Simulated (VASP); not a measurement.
# Si48C47 (a cell with a defect) in VASP: further runs

Si48C47 (a cell with a defect) is run at these levels: PBEsol; tasks: single point.

Everything below comes from runs of VASP 6.6.1. Logs are shortened: lines on timing, memory, paths and dates and some standing lists are left out, and cuts for length are marked.

## Step 1: The cell of the first run

The cell holds a defect, 95 atoms: a = 9.234 Å, b = 10.663 Å, c = 10.076 Å, α = 90.00°, β = 90.00°, γ = 90.00°.

## Step 2: Single point, PBEsol

File INCAR:

```
SYSTEM = Si48C47
PREC     = Accurate       ! precision mode
ENCUT    = 520            ! plane-wave cutoff, eV
EDIFF    = 1E-6           ! SCF threshold, eV
ISMEAR   = -1             ! smearing method
SIGMA    = 0.05           ! smearing width, eV
LREAL    = Auto         
LASPH    = .TRUE.         ! aspherical terms in the spheres
NELM     = 100            ! most SCF steps
ALGO     = Normal         ! electronic algorithm
ISIF     = 2              ! what is computed and relaxed
LWAVE    = .FALSE.        ! write WAVECAR
LCHARG   = .FALSE.        ! write CHGCAR
GGA      = PS             ! functional
NBANDS   = 243            ! bands
NELECT   = 378.0        
ISYM     = 0
```

File KPOINTS:

```
Automatic mesh
0
Gamma
  1 1 1
  0.25 0.25 0.25
```

File POSCAR:

```
Si48C47
1.0
    9.2342040000      0.0000000000      0.0000000000
    0.0000000000     10.6627400000      0.0000000000
    0.0000000000      0.0000000000     10.0759470000
Si C
48 47
Direct
    0.0002620000      0.9996330000      0.5005370000
    0.3336380000      0.9990720000      0.5008340000
    0.1655590000      0.2494800000      0.5014350000
    0.9994970000      0.5018610000      0.5012150000
    0.6663400000      0.9991750000      0.5008670000
    0.5004190000      0.2402860000      0.5040220000
    0.3240450000      0.5050990000      0.5036580000
    0.1657740000      0.7505520000      0.5008390000
    0.8349350000      0.2490020000      0.5012110000
    0.6756460000      0.5043310000      0.5033450000
    0.5000530000      0.7514210000      0.5013240000
    0.8340900000      0.7508410000      0.5009590000
    0.0002040000      0.1661610000      0.2497180000
    0.3320830000      0.1662990000      0.2491840000
    0.1655300000      0.4162490000      0.2491510000
    0.9999690000      0.6672000000      0.2496780000
    0.6681600000      0.1662090000      0.2490800000
    0.5001190000      0.4169970000      0.2384910000
    0.3334580000      0.6683370000      0.2491940000
    0.1666420000      0.9168310000      0.2495810000
    0.8346530000      0.4158650000      0.2488770000
    0.6666180000      0.6683570000      0.2492700000
    0.5000440000      0.9172830000      0.2497600000
    0.8334700000      0.9170020000      0.2496580000
    0.1661360000      0.0831450000      0.7505940000
    0.9999190000      0.3331440000      0.7507190000
    0.4999240000      0.0822500000      0.7505420000
    0.3320310000      0.3328790000      0.7507870000
    0.1656180000      0.5843400000      0.7503440000
    0.9999380000      0.8336860000      0.7505660000
    0.8337230000      0.0830400000      0.7505400000
    0.6679560000      0.3327920000      0.7508020000
    0.4998650000      0.5849570000      0.7507260000
    0.3330910000      0.8338600000      0.7506170000
    0.8340630000      0.5843380000      0.7505010000
    0.6666340000      0.8338680000      0.7506990000
    0.9999680000      0.9999620000      0.9999490000
    0.3328460000      0.0003070000      0.9999100000
    0.1661430000      0.2496970000      0.9997720000
    0.0000140000      0.4997390000      0.9997380000
    0.6671000000      0.0002660000      0.9998830000
    0.5000180000      0.2505120000      0.9986410000
    0.3335010000      0.5000900000      0.9984400000
    0.1666920000      0.7506390000      0.9997800000
    0.8339030000      0.2495670000      0.9996350000
    0.6662290000      0.5001000000      0.9987450000
    0.4999440000      0.7510410000      0.9997840000
    0.8332110000      0.7507140000      0.0000120000
    0.0001380000      0.9999300000      0.1873980000
    0.3334830000      0.0003640000      0.1874330000
    0.1666450000      0.2502300000      0.1874450000
    0.0001970000      0.5003570000      0.1873500000
    0.6666560000      0.0002780000      0.1873680000
    0.5001990000      0.2499650000      0.1893910000
    0.3330990000      0.5004320000      0.1893170000
    0.1667830000      0.7500130000      0.1873440000
    0.8337720000      0.2499720000      0.1872010000
    0.6672830000      0.5005030000      0.1894520000
    0.5000780000      0.7504900000      0.1873840000
    0.8333340000      0.7501320000      0.1875020000
    0.9999260000      0.9999230000      0.6874340000
    0.3331620000      0.0005540000      0.6875510000
    0.1664050000      0.2500700000      0.6877750000
    0.9997560000      0.5000180000      0.6876120000
    0.6665470000      0.0005530000      0.6875460000
    0.4999800000      0.2517950000      0.6872910000
    0.3348410000      0.4993310000      0.6871660000
    0.1667620000      0.7500980000      0.6874940000
    0.8334960000      0.2500010000      0.6876860000
    0.6649050000      0.4992850000      0.6871400000
    0.4998190000      0.7505790000      0.6877660000
    0.8328600000      0.7501440000      0.6876120000
    0.0005090000      0.1663250000      0.4379300000
    0.3330920000      0.1685090000      0.4373450000
    0.1674400000      0.4162900000      0.4377030000
    0.9998880000      0.6669960000      0.4379460000
    0.6673770000      0.1683450000      0.4372200000
    0.3351730000      0.6664020000      0.4373240000
    0.1673620000      0.9165880000      0.4377850000
    0.8328650000      0.4149330000      0.4368980000
    0.6650120000      0.6663230000      0.4374080000
    0.5000530000      0.9171340000      0.4379600000
    0.8328630000      0.9172700000      0.4377760000
    0.1665130000      0.0834650000      0.9381240000
    0.0000210000      0.3334980000      0.9381230000
    0.5000170000      0.0840860000      0.9385060000
    0.3333260000      0.3335350000      0.9382890000
    0.1669950000      0.5833370000      0.9381120000
    0.9999620000      0.8332310000      0.9381010000
    0.8334400000      0.0834060000      0.9380550000
    0.6667700000      0.3335890000      0.9383530000
    0.4999540000      0.5836700000      0.9382860000
    0.3333340000      0.8337630000      0.9381370000
    0.8329240000      0.5833130000      0.9386930000
    0.6666140000      0.8337340000      0.9381830000
```

Potentials or basis: VASP PAW PBE potentials, release 64 (Si, C).

Started as:

```sh
$ cat potpaw_PBE.64/Si/POTCAR potpaw_PBE.64/C/POTCAR > POTCAR
$ mpirun -np 1 vasp_std > vasp.out
```

OUTCAR:

```text
SYSTEM = Si48C47
   PREC = Accurate
   ENCUT = 520
   EDIFF = 1E-6
   ISMEAR = -1
   LREAL = Auto
   LASPH = .TRUE.
   NELM = 100
   ISIF = 2
   GGA = PS
   NELECT = 378.0
   ISYM = 0

 ion  position               nearest neighbor table
   1  0.000  1.000  0.501-  61 1.88  73 1.89  83 1.89  79 1.89   8 3.06  12 3.06   9 3.07   3 3.07
                             2 3.08  30 3.08  25 3.08  31 3.08   5 3.08  20 3.09  24 3.09  13 3.09
   2  0.334  0.999  0.501-  82 1.88  79 1.88  62 1.88  74 1.92   6 3.00  11 3.06   8 3.07  34 3.07
                             5 3.07  27 3.08   1 3.08  23 3.09  25 3.09   3 3.09  20 3.09  14 3.10
   3  0.166  0.249  0.501-  73 1.88  63 1.88  74 1.89  75 1.89   9 3.05   1 3.07  26 3.07  25 3.07
                            28 3.08   2 3.09  13 3.09   7 3.09   6 3.09   4 3.10  14 3.10  15 3.10
   4  0.999  0.502  0.501-  76 1.87  64 1.88  80 1.91  75 1.91  10 2.99   7 3.00  12 3.06   8 3.06
                            35 3.07  29 3.07  16 3.09  26 3.09   9 3.09   3 3.10  21 3.10  15 3.10
   5  0.666  0.999  0.501-  82 1.88  83 1.88  65 1.88  77 1.91   6 2.99  11 3.06  12 3.07   2 3.07
                            36 3.07  27 3.08   1 3.08  31 3.09   9 3.09  23 3.09  24 3.09  17 3.10
   6  0.500  0.240  0.504-  77 1.85  74 1.85  66 1.85   5 2.99   2 3.00  27 3.00  32 3.09   9 3.09
                             3 3.09  28 3.09  17 3.10  14 3.10
   7  0.324  0.505  0.504-  78 1.85  75 1.85  67 1.85   4 3.00   8 3.00  29 3.01  11 3.09  33 3.09
                             3 3.09  28 3.09  19 3.10  15 3.10
   8  0.166  0.751  0.501-  68 1.88  79 1.88  76 1.88  78 1.91   7 3.00  12 3.06   4 3.06   1 3.06
                             2 3.07  29 3.08  30 3.08  34 3.08  11 3.09  16 3.09  20 3.09  19 3.10
   9  0.835  0.249  0.501-  73 1.88  69 1.88  77 1.88  80 1.88   3 3.05   1 3.07  31 3.07  26 3.07
[... 124 lines left out ...]
  94  0.833  0.583  0.939-  46 1.88  40 1.88  48 1.89  35 1.90
  95  0.667  0.834  0.938-  47 1.88  48 1.88  41 1.88  36 1.89

IMPORTANT INFORMATION: All symmetrisations will be switched off!
NOSYMM: (Re-)initialisation of all symmetry stuff for point group C_1.

----------------------------------------------------------------------------------------

                                     Primitive cell

  volume of cell :     992.0971

  direct lattice vectors                    reciprocal lattice vectors
     9.234204000  0.000000000  0.000000000     0.108293037  0.000000000  0.000000000
     0.000000000 10.662740000  0.000000000     0.000000000  0.093784524  0.000000000
     0.000000000  0.000000000 10.075947000     0.000000000  0.000000000  0.099246254

  length of vectors
     9.234204000 10.662740000 10.075947000     0.108293037  0.093784524  0.099246254

  position of ions in fractional coordinates (direct lattice)
     0.000262000  0.999633000  0.500537000
     0.333638000  0.999072000  0.500834000
     0.165559000  0.249480000  0.501435000
     0.999497000  0.501861000  0.501215000
     0.666340000  0.999175000  0.500867000
     0.500419000  0.240286000  0.504022000
[... 87 lines left out ...]
     0.832924000  0.583313000  0.938693000
     0.666614000  0.833734000  0.938183000

  ion indices of the primitive-cell ions
   primitive index   ion index
                 1           1
                 2           2
                 3           3
                 4           4
                 5           5
                 6           6
[... 87 lines left out ...]
                94          94
                95          95

[... 42 lines left out ...]
   ISTART =      0    job   : 0-new  1-cont  2-samecut
   ICHARG =      2    charge: 1-file 2-atom 10-const
   ISPIN  =      1    spin polarized calculation?
   LNONCOLLINEAR =      F non collinear calculations
   LSORBIT =      F    spin-orbit coupling
   LASPH  =      T    aspherical Exc in radial PAW
   ENCUT  =  520.0 eV  38.22 Ry    6.18 a.u.  17.17 19.83 18.73*2*pi/ulx,y,z
   NELM   =    100;   NELMIN=  2; NELMDL= -5     # of ELM steps
[... 9 lines left out ...]
   TEBEG  =    0.0;   TEEND  =   0.0 temperature during run
   PSTRESS=    0.0 pullay stress
   NELECT =     378.0000    total number of electrons
   NUPDOWN=      -1.0000    fix difference up-down
   EMIN   =  10.00;   EMAX   =-10.00  energy-range for DOS
   EFERMI =   0.00;   METHOD = LEGACY
   ISMEAR =    -1;   SIGMA  =   0.05  broadening in eV -4-tet -1-fermi 0-gaus
   EFERMI_NEDOS =   21; number of points for ismear=-14 and -15
   IALGO  =     38    algorithm
   IMIX   =      4    mixing-type and parameters
     AMIX     =   0.40;   BMIX     =  1.00
     AMIX_MAG =   1.60;   BMIX_MAG =  1.00
  volume/ion in A,a.u.               =      10.44        70.47
  Fermi-wavevector in a.u.,A,eV,Ry     =   1.186827  2.242778 19.164596  1.408558
  Thomas-Fermi vector in A             =   2.322991
   LORBIT       =      0    0 simple, 1 ext, 2 COOP (PROOUT), +10 PAW based schemes
   GGA     = PS    functional components
   LHFCALC =     F    Hartree Fock is set to
   AEXX    =    0.0000 exact exchange contribution
   IVDW    =     0    specifies the selected vdW correction
   LEPSILON=     F    determine dielectric tensor
   LRPA    =     F    only Hartree local field effects (RPA)
 non-spin polarized calculation
  energy-cutoff  :      520.00
  volume of cell :      992.10
 maximum number of plane-waves:     26706
 NGX is ok and might be reduce to    70
   NGX = 35   NGY = 39   NGZ = 37

 number of electron     378.0000018 magnetization

 Free energy of the ion-electron system (eV)
  ---------------------------------------------------
  ext. energy  EPLUGINS =         0.00000000
  ---------------------------------------------------
  free energy    TOTEN  =      -769.14156445 eV

  energy without entropy =     -769.14156442  energy(sigma->0) =     -769.14156444

 E-fermi :   8.7961     XC(G=0): -11.4465

 val. band max:        7.8588676558   @ k =   0.2500  -0.2500  -0.2500
 cond. band min:       9.7349403175   @ k =  -0.2500  -0.2500   0.2500
 fundamental gap:      1.8760726618
 Fermi energy:         8.7961279124

 k-point     1 :       0.2500    0.2500    0.2500
  band No.  band energies     occupation
      1      -7.1677      2.00000
      2      -6.6437      2.00000
      3      -6.5757      2.00000
      4      -6.4457      2.00000
      5      -6.0455      2.00000
      6      -5.9428      2.00000
[... 805 lines left out ...]
    200      11.6023      0.00000
    201      11.7020      0.00000
 [bands above 201 left out]

------------------------ aborting loop because EDIFF is reached ----------------------------------------

  FORCE on cell =-STRESS in cart. coord.  units (eV):
  Direction    XX          YY          ZZ          XY          YZ          ZX
  --------------------------------------------------------------------------------------
  -------------------------------------------------------------------------------------
  Total      -21.5071534    -20.7559199    -21.4494684     -0.0583894     -0.1299440      0.0597153
  in kB      -34.7327649    -33.5195677    -34.6396070     -0.0942955     -0.2098518      0.0964366
  external PRESSURE =     -34.2973132 kB  Pullay stress =       0.0000000 kB

 VOLUME and BASIS-vectors are now :
 -----------------------------------------------------------------------------
  energy-cutoff  :      520.00
  volume of cell :      992.10
      direct lattice vectors                 reciprocal lattice vectors
     9.234204000  0.000000000  0.000000000     0.108293037  0.000000000  0.000000000
     0.000000000 10.662740000  0.000000000     0.000000000  0.093784524  0.000000000
     0.000000000  0.000000000 10.075947000     0.000000000  0.000000000  0.099246254

 POSITION                                       TOTAL-FORCE (eV/Angst)
 -----------------------------------------------------------------------------------
      0.00242     10.65883      5.04338        -0.003178      0.001041     -0.004781
      3.08088     10.65284      5.04638        -0.001085      0.021464      0.006223
      1.52881      2.66014      5.05243         0.007659      0.003232     -0.012282
      9.22956      5.35121      5.05022         0.042425     -0.001954      0.004500
      6.15312     10.65394      5.04671         0.010881      0.006268      0.001581
      4.62097      2.56211      5.07850        -0.034335      0.012767     -0.031077
[... 87 lines left out ...]
      7.69139      6.21971      9.45822        -0.008015      0.015813     -0.041957
      6.15565      8.88989      9.45308        -0.004755      0.002808      0.003165
 -----------------------------------------------------------------------------------
    total drift:                               -0.011843     -0.024731     -0.003000

  FREE ENERGIE OF THE ION-ELECTRON SYSTEM (eV)
  ---------------------------------------------------
  free  energy   TOTEN  =      -769.1415644517 eV

  energy  without entropy=     -769.1415644240  energy(sigma->0) =     -769.14156444
```

Run time: 36 min. Hardware: 1 thread of AMD EPYC 7R13 (Zen 3), shared host; peak memory 1.2 GiB.

Results:

```
Free energy   : -769.1416 eV
Largest force : 0.150 eV/Å
```

Forces in eV/Å, atoms in the order of the input:
```
Si  -0.003  0.001 -0.005
Si  -0.001  0.021  0.006
Si   0.008  0.003 -0.012
Si   0.042 -0.002  0.004
Si   0.011  0.006  0.002
Si  -0.034  0.013 -0.031
Si   0.029 -0.004  0.007
Si   0.011  0.009  0.004
Si   0.008 -0.040  0.029
Si   0.012  0.014 -0.020
Si   0.002  0.010  0.002
Si  -0.001  0.016 -0.023
Si   0.012 -0.005 -0.009
Si   0.012 -0.004 -0.004
Si   0.019 -0.029  0.010
Si   0.010 -0.008 -0.020
Si   0.006 -0.007 -0.011
Si   0.014 -0.020 -0.009
Si   0.013 -0.006 -0.021
Si   0.008  0.011 -0.019
Si   0.020 -0.001 -0.035
Si   0.008  0.006 -0.009
Si   0.004  0.006 -0.016
Si   0.008  0.003 -0.025
Si  -0.002  0.005  0.011
Si   0.001  0.003  0.015
Si  -0.008  0.012  0.003
Si  -0.002 -0.023  0.011
Si  -0.003 -0.013 -0.015
Si  -0.017  0.007  0.006
Si  -0.003  0.015  0.010
Si  -0.007  0.000  0.020
Si   0.010 -0.002  0.010
Si   0.004  0.008  0.015
Si  -0.012 -0.008  0.018
Si  -0.011  0.007  0.009
Si   0.009  0.001 -0.002
Si  -0.002  0.001  0.002
Si   0.002 -0.004  0.002
Si   0.002 -0.016 -0.003
Si   0.010  0.002  0.003
Si   0.011  0.003  0.008
Si   0.026 -0.012  0.028
Si   0.009  0.013  0.007
Si   0.005  0.010  0.005
Si   0.018 -0.013 -0.006
Si   0.005  0.002  0.001
Si   0.003  0.002 -0.010
C   -0.010  0.000  0.014
C   -0.008 -0.005  0.009
C   -0.021  0.002  0.004
C   -0.028  0.011  0.014
C   -0.006  0.006  0.012
C   -0.017 -0.009  0.006
C   -0.037  0.026  0.002
C   -0.015  0.001  0.010
C   -0.011  0.001  0.017
C   -0.011 -0.002  0.003
C   -0.011  0.011  0.005
C   -0.004  0.007  0.011
C    0.012 -0.008 -0.009
C    0.015 -0.004 -0.007
C    0.004  0.001 -0.009
C    0.002 -0.006  0.000
C    0.007 -0.006 -0.004
C    0.006  0.012  0.017
C    0.018  0.007  0.018
C    0.010 -0.005 -0.003
C    0.013 -0.008 -0.015
C    0.002 -0.010 -0.003
C    0.015 -0.003 -0.011
C    0.020 -0.001 -0.005
C   -0.025  0.018 -0.001
C   -0.016  0.008  0.006
C   -0.027 -0.115 -0.082
C   -0.016  0.004 -0.009
C    0.001  0.005  0.005
C   -0.003  0.003 -0.009
C   -0.006  0.041 -0.012
C   -0.058  0.125  0.058
C   -0.004 -0.035 -0.004
C    0.002 -0.006 -0.006
C   -0.005 -0.060  0.014
C    0.002  0.003  0.009
C   -0.002 -0.006  0.004
C   -0.009 -0.009 -0.006
C   -0.014  0.005 -0.002
C   -0.005  0.002  0.043
C   -0.003 -0.003  0.007
C   -0.001 -0.007  0.002
C    0.003 -0.007 -0.003
C   -0.004  0.004 -0.001
C   -0.006  0.000  0.003
C   -0.008  0.016 -0.042
C   -0.005  0.003  0.003
```

Levels at points of the mesh, in eV from the Fermi level:
| k point | band 187 | band 188 | band 189 | band 190 | band 191 | band 192 |
| --- | --- | --- | --- | --- | --- | --- |
| (0.25, 0.25, 0.25) | -1.31 | -1.12 | -0.94 | 0.94 | 1.14 | 1.25 |

Caveat: the cell carries a net charge on a neutralising background, which shifts energy and pressure; the cell is charged against a uniform background, so pressure and absolute levels hang on convention; the PAW data sets were made with another functional, which shifts forces and pressure a little.

[end of part 1 of 2]
